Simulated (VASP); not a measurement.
# CdS (Hawleyite) (F-43m) in VASP: notebook

CdS (Hawleyite) is run at these levels: PBE, PBEsol; tasks: dielectric tensor, vibrations by perturbation theory.

Everything below comes from runs of VASP 6.6.1. Logs are shortened: lines on timing, memory, paths and dates and some standing lists are left out, and cuts for length are marked.

### Step 1. The cell of the first run

The structure is cubic, space group F-43m (No. 216). The conventional cell has a = 5.878 Å, b = 5.878 Å, c = 5.878 Å, α = 90.00°, β = 90.00°, γ = 90.00°. Cd (site symmetry -43m) has 4 S at 2.55 Å within 3.4 Å. Within 3.4 Å of S (site symmetry -43m) lie 4 Cd at 2.55 Å.

### Step 2. Dielectric tensor, PBE

File INCAR:

```
PREC     = Accurate       # precision mode
ENCUT    = 520            # plane-wave cutoff, eV
EDIFF    = 1E-8           # SCF threshold, eV
ISMEAR   = 0              # smearing method
SIGMA    = 0.01           # smearing width, eV
LREAL    = False          # projectors in reciprocal space
LASPH    = True           # aspherical terms in the spheres
NELM     = 60             # most SCF steps
ALGO     = Normal         # electronic algorithm
ISIF     = 2              # what is computed and relaxed
LWAVE    = False          # write WAVECAR
LCHARG   = False          # write CHGCAR
GGA      = PE             # functional
LEPSILON = True           # dielectric tensor by DFPT
```

File KPOINTS:

```
Automatic mesh
0
Gamma
  6 6 6
```

File POSCAR:

```
CdS
1.0
    0.0000000000      2.9392138922      2.9392138922
    2.9392138922      0.0000000000      2.9392138922
    2.9392138922      2.9392138922      0.0000000000
Cd S
1 1
Direct
    0.0000000000      0.0000000000      0.0000000000
    0.2500000000      0.2500000000      0.2500000000
```

Potentials or basis: VASP PAW PBE potentials, release 64 (Cd, S).

Run with:

```sh
$ cat potpaw_PBE.64/Cd/POTCAR potpaw_PBE.64/S/POTCAR > POTCAR
$ mpirun -np 1 vasp_std > vasp.out
```

OUTCAR:

```text
PREC = Accurate
   ENCUT = 520
   EDIFF = 1E-8
   ISMEAR = 0
   LREAL = False
   LASPH = True
   NELM = 60
   ISIF = 2
   GGA = PE
   LEPSILON = True

 ion  position               nearest neighbor table
   1  0.000  0.000  0.000-   2 2.55   2 2.55   2 2.55   2 2.55
   2  0.250  0.250  0.250-   1 2.55   1 2.55   1 2.55   1 2.55

  LATTYP: Found a face centered cubic cell.
 ALAT       =     5.8784277844

  Lattice vectors:

 A1 = (   0.0000000000,   2.9392138922,   2.9392138922)
 A2 = (   2.9392138922,   0.0000000000,   2.9392138922)
 A3 = (   2.9392138922,   2.9392138922,   0.0000000000)

Analysis of symmetry for initial positions (statically):
=====================================================================
 Subroutine PRICEL returns:
 Original cell was already a primitive cell.

 Routine SETGRP: Setting up the symmetry group for a
 face centered cubic supercell.

 Subroutine GETGRP returns: Found 24 space group operations
 (whereof 24 operations were pure point group operations)
 out of a pool of 48 trial point group operations.

The static configuration has the point symmetry T_d .

Analysis of symmetry for dynamics (positions and initial velocities):
=====================================================================
 Subroutine PRICEL returns:
 Original cell was already a primitive cell.

 Routine SETGRP: Setting up the symmetry group for a
 face centered cubic supercell.

 Subroutine GETGRP returns: Found 24 space group operations
 (whereof 24 operations were pure point group operations)
 out of a pool of 48 trial point group operations.

The dynamic configuration has the point symmetry T_d .

 Subroutine INISYM returns: Found 24 space group operations
 (whereof 24 operations are pure point group operations),
 and found     1 'primitive' translations

----------------------------------------------------------------------------------------

                                     Primitive cell

  volume of cell :      50.7836

  direct lattice vectors                    reciprocal lattice vectors
     0.000000000  2.939213892  2.939213892    -0.170113513  0.170113513  0.170113513
     2.939213892  0.000000000  2.939213892     0.170113513 -0.170113513  0.170113513
     2.939213892  2.939213892  0.000000000     0.170113513  0.170113513 -0.170113513

  length of vectors
     4.156676149  4.156676149  4.156676149     0.294645247  0.294645247  0.294645247

  position of ions in fractional coordinates (direct lattice)
     0.000000000  0.000000000  0.000000000
     0.250000000  0.250000000  0.250000000

  ion indices of the primitive-cell ions
   primitive index   ion index
                 1           1
                 2           2

----------------------------------------------------------------------------------------

 KPOINTS: Automatic mesh

Automatic generation of k-mesh.
 Grid dimensions read from file:
 generate k-points for:    6    6    6

 Generating k-lattice:

  Cartesian coordinates                     Fractional coordinates (reciprocal lattice)
    -0.028352252  0.028352252  0.028352252     0.166666667  0.000000000  0.000000000
     0.028352252 -0.028352252  0.028352252     0.000000000  0.166666667  0.000000000
     0.028352252  0.028352252 -0.028352252     0.000000000  0.000000000  0.166666667

  Length of vectors
     0.049107541  0.049107541  0.049107541

  Shift w.r.t. Gamma in fractional coordinates (k-lattice)
     0.000000000  0.000000000  0.000000000

 Subroutine IBZKPT returns following result:
 ===========================================

 Found     16 irreducible k-points:

 Following reciprocal coordinates:
            Coordinates               Weight
  0.000000  0.000000  0.000000      1.000000
  0.166667  0.000000  0.000000      8.000000
  0.333333  0.000000  0.000000      8.000000
  0.500000  0.000000  0.000000      4.000000
  0.166667  0.166667  0.000000      6.000000
  0.333333  0.166667  0.000000     24.000000
[... 8 lines left out ...]
 -0.333333  0.333333  0.166667     24.000000
 -0.333333  0.500000  0.166667     12.000000
   k-points           NKPTS =     16   k-points in BZ     NKDIM =     16   number of bands    NBANDS=     13
   number of dos      NEDOS =    301   number of ions     NIONS =      2
   total plane-waves  NPLWV =  32768
   dimension x,y,z NGX =    32 NGY =   32 NGZ =   32
   dimension x,y,z NGXF=    64 NGYF=   64 NGZF=   64
   ions per type =               1   1
   NGX,Y,Z   is equivalent  to a cutoff of  12.80, 12.80, 12.80 a.u.
   NGXF,Y,Z  is equivalent  to a cutoff of  25.60, 25.60, 25.60 a.u.
[... 17 lines left out ...]
   ISYM   =      2    0-nonsym 1-usesym 2-fastsym
   POTIM  = 0.5000    time-step for ionic-motion
   TEBEG  =    0.0;   TEEND  =   0.0 temperature during run
   PSTRESS=    0.0 pullay stress
   NELECT =      18.0000    total number of electrons
   NUPDOWN=      -1.0000    fix difference up-down
   EMIN   =  10.00;   EMAX   =-10.00  energy-range for DOS
   EFERMI =   0.00;   METHOD = LEGACY
   ISMEAR =     0;   SIGMA  =   0.01  broadening in eV -4-tet -1-fermi 0-gaus
   EFERMI_NEDOS =   21; number of points for ismear=-14 and -15
   IALGO  =     38    algorithm
   IMIX   =      4    mixing-type and parameters
     AMIX     =   0.40;   BMIX     =  1.00
     AMIX_MAG =   1.60;   BMIX_MAG =  1.00
  volume/ion in A,a.u.               =      25.39       171.35
  Fermi-wavevector in a.u.,A,eV,Ry     =   1.158576  2.189391 18.263073  1.342298
  Thomas-Fermi vector in A             =   2.295177
   LORBIT       =      0    0 simple, 1 ext, 2 COOP (PROOUT), +10 PAW based schemes
   GGA     = PE    functional components
   LHFCALC =     F    Hartree Fock is set to
   AEXX    =    0.0000 exact exchange contribution
   IVDW    =     0    specifies the selected vdW correction
   LEPSILON=     T    determine dielectric tensor
   LRPA    =     F    only Hartree local field effects (RPA)
 non-spin polarized calculation
 Gauss-broadening in eV      SIGMA  =   0.01
  energy-cutoff  :      520.00
  volume of cell :       50.78
 maximum number of plane-waves:      1381
   NGX = 15   NGY = 15   NGZ = 15

--------------------------------------- Ionic step        1  -------------------------------------------

 number of electron      18.0000005 magnetization

 E-fermi :   1.1849     XC(G=0):  -9.0401

 val. band max:        1.1197607338   @ k =   0.0000   0.0000   0.0000
 cond. band min:       2.2170314377   @ k =   0.0000   0.0000   0.0000
 fundamental gap:      1.0972707039
 Fermi energy:         1.1849293412

 k-point     1 :       0.0000    0.0000    0.0000
  band No.  band energies     occupation
      1     -11.1095      2.00000
      2      -6.5288      2.00000
      3      -6.5288      2.00000
      4      -6.5288      2.00000
      5      -6.0804      2.00000
      6      -6.0804      2.00000
      7       1.1198      2.00000
      8       1.1198      2.00000
      9       1.1198      2.00000
     10       2.2170      0.00000
     11       7.6686      0.00000
     12       7.6686      0.00000
     13       7.6686      0.00000
[... 226 lines left out ...]
  band No.  band energies     occupation
      1     -10.5820      2.00000
      2      -6.3109      2.00000
      3      -6.2739      2.00000
      4      -6.1523      2.00000
      5      -6.0407      2.00000
      6      -5.5267      2.00000
      7      -2.6868      2.00000
      8      -0.9594      2.00000
      9      -0.9147      2.00000
     10       5.8623      0.00000
     11       6.1526      0.00000
     12       9.2611      0.00000
     13       9.4991      0.00000

  FORCE on cell =-STRESS in cart. coord.  units (eV):
  Direction    XX          YY          ZZ          XY          YZ          ZX
  --------------------------------------------------------------------------------------
  -------------------------------------------------------------------------------------
  Total        0.5446422      0.5446422      0.5446422      0.0000000      0.0000000      0.0000000
  in kB       17.1829738     17.1829738     17.1829738      0.0000000      0.0000000      0.0000000
  external PRESSURE =      17.1829738 kB  Pullay stress =       0.0000000 kB

 VOLUME and BASIS-vectors are now :
 -----------------------------------------------------------------------------
  energy-cutoff  :      520.00
  volume of cell :       50.78
      direct lattice vectors                 reciprocal lattice vectors
     0.000000000  2.939213892  2.939213892    -0.170113513  0.170113513  0.170113513
     2.939213892  0.000000000  2.939213892     0.170113513 -0.170113513  0.170113513
     2.939213892  2.939213892  0.000000000     0.170113513  0.170113513 -0.170113513

 POSITION                                       TOTAL-FORCE (eV/Angst)
 -----------------------------------------------------------------------------------
      0.00000      0.00000      0.00000         0.000000      0.000000      0.000000
      1.46961      1.46961      1.46961        -0.000000     -0.000000     -0.000000
 -----------------------------------------------------------------------------------
    total drift:                               -0.000000     -0.000000     -0.000000

  FREE ENERGIE OF THE ION-ELECTRON SYSTEM (eV)
  ---------------------------------------------------
  free  energy   TOTEN  =        -6.1371238336 eV

  energy  without entropy=       -6.1371238336  energy(sigma->0) =       -6.13712383

 HEAD OF MICROSCOPIC STATIC DIELECTRIC TENSOR (INDEPENDENT PARTICLE, excluding Hartree and local field effects)
 ------------------------------------------------------
           7.772221     0.000000     0.000000
          -0.000000     7.772221     0.000000
           0.000000     0.000000     7.772221
 ------------------------------------------------------

 Free energy of the ion-electron system (eV)
  ---------------------------------------------------
  ---------------------------------------------------
  free energy    TOTEN  =        -0.97561919 eV

  energy without entropy =       -0.97561919

------------------------ aborting loop because EDIFF is reached ----------------------------------------

--------------------------------------- Ionic step        2  -------------------------------------------

------------------------ aborting loop because EDIFF is reached ----------------------------------------

--------------------------------------- Ionic step        3  -------------------------------------------

 Free energy of the ion-electron system (eV)
  ---------------------------------------------------
  ---------------------------------------------------
  free energy    TOTEN  =        -0.97562001 eV

  energy without entropy =       -0.97562001

------------------------ aborting loop because EDIFF is reached ----------------------------------------

 PIEZOELECTRIC TENSOR FIELD DIRECTION 3  (e Angst)
 -----------------------------------------------------------------------------
    -0.00043 -2.11640  0.00000           (  0.00000  0.03634  0.00000)
    -2.11640 -0.00043  0.00000           (  0.03634  0.00000  0.00000)
     0.00000  0.00000 -0.00061           (  0.00000  0.00000 -0.00000)

 PIEZOELECTRIC TENSOR FIELD DIRECTION 3  (C/m^2)
 -----------------------------------------------------------------------------
    -0.00014 -0.66771  0.00000
    -0.66771 -0.00014  0.00000
     0.00000  0.00000 -0.00019

 MACROSCOPIC STATIC DIELECTRIC TENSOR (including local field effects in DFT)
 ------------------------------------------------------
           7.476312     0.000000    -0.000000
           0.000000     7.476312     0.000000
           0.000000     0.000000     7.476312
 ------------------------------------------------------

 PIEZOELECTRIC TENSOR (including local field effects)  for field in x, y, z        (e  Angst)
          XX          YY          ZZ          XY          YZ          ZX
  --------------------------------------------------------------------------------
  x     0.00000    -0.00000     0.00000     0.00000    -2.13813     0.00000
  y    -0.00000     0.00000     0.00000     0.00000     0.00000    -2.13813
  z     0.00000    -0.00000     0.00000    -2.13813     0.00000     0.00000

 PIEZOELECTRIC TENSOR (including local field effects)  for field in x, y, z        (C/m^2)
          XX          YY          ZZ          XY          YZ          ZX
  --------------------------------------------------------------------------------
  x     0.00000    -0.00000     0.00000     0.00000    -0.67456     0.00000
  y    -0.00000     0.00000     0.00000     0.00000     0.00000    -0.67456
  z     0.00000    -0.00000     0.00000    -0.67456     0.00000     0.00000

 BORN EFFECTIVE CHARGES (including local field effects) (in |e|, cummulative output)
 ---------------------------------------------------------------------------------
 ion    1
    1     2.30183     0.00000    -0.00000
    2     0.00000     2.30183     0.00000
    3     0.00000     0.00000     2.30183
 ion    2
    1    -2.30183     0.00000     0.00000
    2    -0.00000    -2.30183    -0.00000
    3     0.00000    -0.00000    -2.30183
```

Wall time 62 s (1 thread of Intel Xeon 6975P-C (Granite Rapids), shared host); peak memory 0.23 GiB.

Results:

| Quantity | Value |
| --- | --- |
| Band gap on the k mesh | 1.10 eV, direct |
| Electronic dielectric tensor (diagonal) | 7.48 |
| Born charges (mean of the diagonal) | Cd +2.30; S -2.30 e |

Levels at points of the mesh, in eV from the valence-band top:
```
           k point  band 6  band 7  band 8  band 9  band 10  band 11  band 12  band 13
(0.00, 0.00, 0.00)   -7.20    0.00    0.00    0.00     1.10     6.55     6.55     6.55
(0.50, 0.00, 0.00)   -6.84   -4.26   -0.72   -0.72     2.98     7.01     7.01     7.41
(0.50, 0.50, 0.00)   -6.78   -3.85   -1.80   -1.80     3.59     4.32     9.14    10.64
```

Electronic dielectric tensor:
```
7.48 0.00 0.00
0.00 7.48 0.00
0.00 0.00 7.48
```

Born effective charge tensors (e):
atom 1, Cd
```
2.30 0.00 0.00
0.00 2.30 0.00
0.00 0.00 2.30
```
atom 2, S
```
-2.30  0.00  0.00
 0.00 -2.30  0.00
 0.00  0.00 -2.30
```

[end of part 1 of 3]
